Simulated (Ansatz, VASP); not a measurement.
KZnF3: VASP beside Ansatz

Contents of INCAR:

```
  PREC = Accurate
  ENCUT = 520
  EDIFF = 1E-7
  ISMEAR = 0
  SIGMA = 0.05
  LREAL = False
  LASPH = True
  NELM = 100
  ALGO = Normal
  ISIF = 2
  LWAVE = False
  LCHARG = False
  GGA = CA
  NBANDS = 29
```

Contents of KPOINTS:

```
Automatic mesh
0
Gamma
  6 6 6
```

POSCAR

```
KZnF3
1.0
    4.0500000000      0.0000000000      0.0000000000
    0.0000000000      4.0500000000      0.0000000000
    0.0000000000      0.0000000000      4.0500000000
K Zn F
1 1 3
Direct
    0.0000000000      0.0000000000      0.0000000000
    0.5000000000      0.5000000000      0.5000000000
    0.4476217199      0.4476217199     -0.0740740741
    0.0000000000      0.5000000000      0.5000000000
    0.5000000000      0.0000000000      0.5000000000
```

Input for Ansatz:

```yaml
crystal:
  lattice:
    - [4.05, 0.0, 0.0]
    - [0.0, 4.05, 0.0]
    - [0.0, 0.0, 4.05]
  atoms:
    - { symbol: K, position: [0.0, 0.0, 0.0] }
    - { symbol: Zn, position: [0.5, 0.5, 0.5] }
    - { symbol: F, position: [0.4476217199, 0.4476217199, -0.0740740741] }
    - { symbol: F, position: [0.0, 0.5, 0.5] }
    - { symbol: F, position: [0.5, 0.0, 0.5] }
basis:
  ecutwfc: 420
kpoints:
  mp_grid: { grid: [6, 6, 6] }
hamiltonian:
  xc: lda
scf:
  occupations: { method: gaussian, width: 0.05 }
output:
  forces: true
  stress: true
  eigenvalues: true
```

Alike in both runs: task single point; functional LDA; k mesh 6 × 6 × 6; occupations gaussian, width 0.05 eV; no spin polarisation.

|  | VASP | Ansatz |
| --- | --- | --- |
| version | VASP 6.6.1 | Ansatz 0.2.0 |
| potentials or method | VASP PAW LDA potentials, release 64 (K_sv, Zn, F), cutoff 520 eV | scalar-relativistic, plane waves, PAW |
| valence electrons in the cell | 42 | 42 |

VASP gave:

* gap on the k mesh at the Fermi level (eV): 3.43
* least direct gap on the mesh (eV): 4.95
* pressure (GPa): 0.8
* traceless stress, the component that is largest in VASP (GPa): 6.73
* rms of the force components (eV/Å): 1.324

Problem. Estimate Ansatz's values.

Solution. gap on the k mesh at the Fermi level (eV): 3.48; least direct gap on the mesh (eV): 4.99; pressure (GPa): 0.3; traceless stress, the component that is largest in VASP (GPa): 6.46; rms of the force components (eV/Å): 1.245.

LDA's correlation is that of Perdew and Zunger in VASP and of Perdew and Wang (1992) in Ansatz. Atom by atom the forces differ by 0.083 eV/Å (rms over components).
